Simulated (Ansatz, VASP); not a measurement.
La5O: VASP beside Ansatz

File INCAR:

```
PREC = Accurate
ENCUT = 600
EDIFF = 1E-7
ISMEAR = 0
SIGMA = 0.1
LREAL = F
LASPH = T
NELM = 60
ALGO = Normal
ISIF = 3
LWAVE = F
LCHARG = F
GGA = PE
IBRION = 2
NSW = 90
EDIFFG = -0.04
```

KPOINTS

```
regular mesh
0
Gamma
  6 6 4
```

File POSCAR:

```
La5O
1.0
    5.3892244811      0.0000000000      0.0000000000
   -2.6946122406      4.6672053073      0.0000000000
    0.0000000000      0.0000000000      6.5045462233
La O
5 1
Direct
    0.0000000000      0.0000000000      0.5000000000
    0.3333333333      0.6666666667      0.7691331962
    0.6666666667      0.3333333333      0.7691331962
    0.6666666667      0.3333333333      0.2308668038
    0.3333333333      0.6666666667      0.2308668038
    0.0000000000      0.0000000000      0.0000000000
```

Input for Ansatz:

```yaml
crystal:
  lattice:
    - [5.3892244811, 0.0, 0.0]
    - [-2.6946122406, 4.6672053073, 0.0]
    - [0.0, 0.0, 6.5045462233]
  atoms:
    - { symbol: La, position: [0.0, 0.0, 0.5] }
    - { symbol: La, position: [0.3333333333, 0.6666666667, 0.7691331962] }
    - { symbol: La, position: [0.6666666667, 0.3333333333, 0.7691331962] }
    - { symbol: La, position: [0.6666666667, 0.3333333333, 0.2308668038] }
    - { symbol: La, position: [0.3333333333, 0.6666666667, 0.2308668038] }
    - { symbol: O, position: [0.0, 0.0, 0.0] }
basis:
  ecutwfc: 420
kpoints:
  mp_grid: { grid: [6, 6, 4] }
hamiltonian:
  xc: pbe
scf:
  occupations: { method: gaussian, width: 0.1 }
  lower_state_search: "off"
output:
  forces: true
  stress: true
  eigenvalues: true
relax:
  adjacent_minimum: "off"
  f_tol: 0.04
  max_steps: 70
  cell: { stress_tol: 0.4 }
```

Alike in both runs: task relaxation of cell and atoms; functional PBE; k mesh 6 × 6 × 4; occupations gaussian, width 0.1 eV; no spin polarisation.

```csv
,VASP,Ansatz
version,VASP 6.6.1,Ansatz 0.2.0
potentials or method,"VASP PAW PBE potentials, release 64 (La, O), cutoff 600 eV","scalar-relativistic, plane waves, PAW"
valence electrons in the cell,61,61
```

Ansatz gave:

| Quantity | Value |
| --- | --- |
| gap on the k mesh at the Fermi level, each at its own relaxed structure (eV) | none |
| relaxed volume (Å³/atom) | 28.26 |
| relaxed length of the cell vector where the two differ most in proportion (Å) | 5.394 |

**Question.** Which values does VASP return?

**Answer.** gap on the k mesh at the Fermi level, each at its own relaxed structure (eV): none; relaxed volume (Å³/atom): 28.20; relaxed length of the cell vector where the two differ most in proportion (Å): 5.384.

A gap of «none» marks a metal or a gap that the smearing closes.

Spin-orbit coupling is off throughout.
